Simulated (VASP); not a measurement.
Runs of VASP 6.6.1 on MgB2. The structure is that of space group P6/mmm (No. 191), or close to it. The cells are those of the table. 

| task | cell | cutoff (eV) | gap on the mesh (eV) | pressure (GPa) |
| --- | --- | --- | --- | --- |
| relaxation of shape and atoms at fixed volume | relaxed from a = 2.967, b = 2.967, c = 3.335 Å, angles 90.0, 90.0, 120.0°, 3 atoms | 600 | none | 22.8 |
| single point | a = 3.024, b = 3.024, c = 3.428 Å, angles 90.0, 90.0, 120.0°, 3 atoms | 520 | none | (a) |
| relaxation of shape and atoms at fixed volume | relaxed from a = 3.017, b = 3.017, c = 3.445 Å, angles 90.0, 90.0, 120.0°, 3 atoms | 600 | none | 9.6 |
| single point | a = 3.097, b = 3.097, c = 3.582 Å, angles 90.0, 90.0, 120.0°, 3 atoms | 520 | none | -4.3 |
| single point | a = 2.975, b = 2.975, c = 3.316 Å, angles 90.0, 90.0, 120.0°, 3 atoms | 520 | none | 22.8 |
| single point | a = 3.120, b = 3.120, c = 3.632 Å, angles 90.0, 90.0, 120.0°, 3 atoms | 520 | none | -7.8 |
| single point | a = 3.049, b = 3.049, c = 3.481 Å, angles 90.0, 90.0, 120.0°, 3 atoms | 520 | none | 4.4 |
| single point | a = 3.073, b = 3.073, c = 3.532 Å, angles 90.0, 90.0, 120.0°, 3 atoms | 520 | none | -0.3 |
| relaxation of shape and atoms at fixed volume | relaxed from a = 2.992, b = 2.992, c = 3.391 Å, angles 90.0, 90.0, 120.0°, 3 atoms | 600 | none | 15.7 |
| single point | a = 3.000, b = 3.000, c = 3.372 Å, angles 90.0, 90.0, 120.0°, 3 atoms | 520 | none | 15.8 |
| single point | a = 3.152, b = 3.152, c = 3.694 Å, angles 90.0, 90.0, 120.0°, 3 atoms | 520 | none | (b) |

Alike in all rows: level PBE; potentials or basis VASP PAW PBE potentials, release 64 (Mg, B); no spin polarisation; k mesh 15 × 15 × 12; smearing gaussian 0.1 eV.

Q: Fill in the values left out.

A: (a) 9.7; (b) -11.8.

Caveats: the cell stands under pressure (at least some runs); the cell stands under tension (at least some runs).

A gap of «none» marks levels without a gap at the run's occupations.
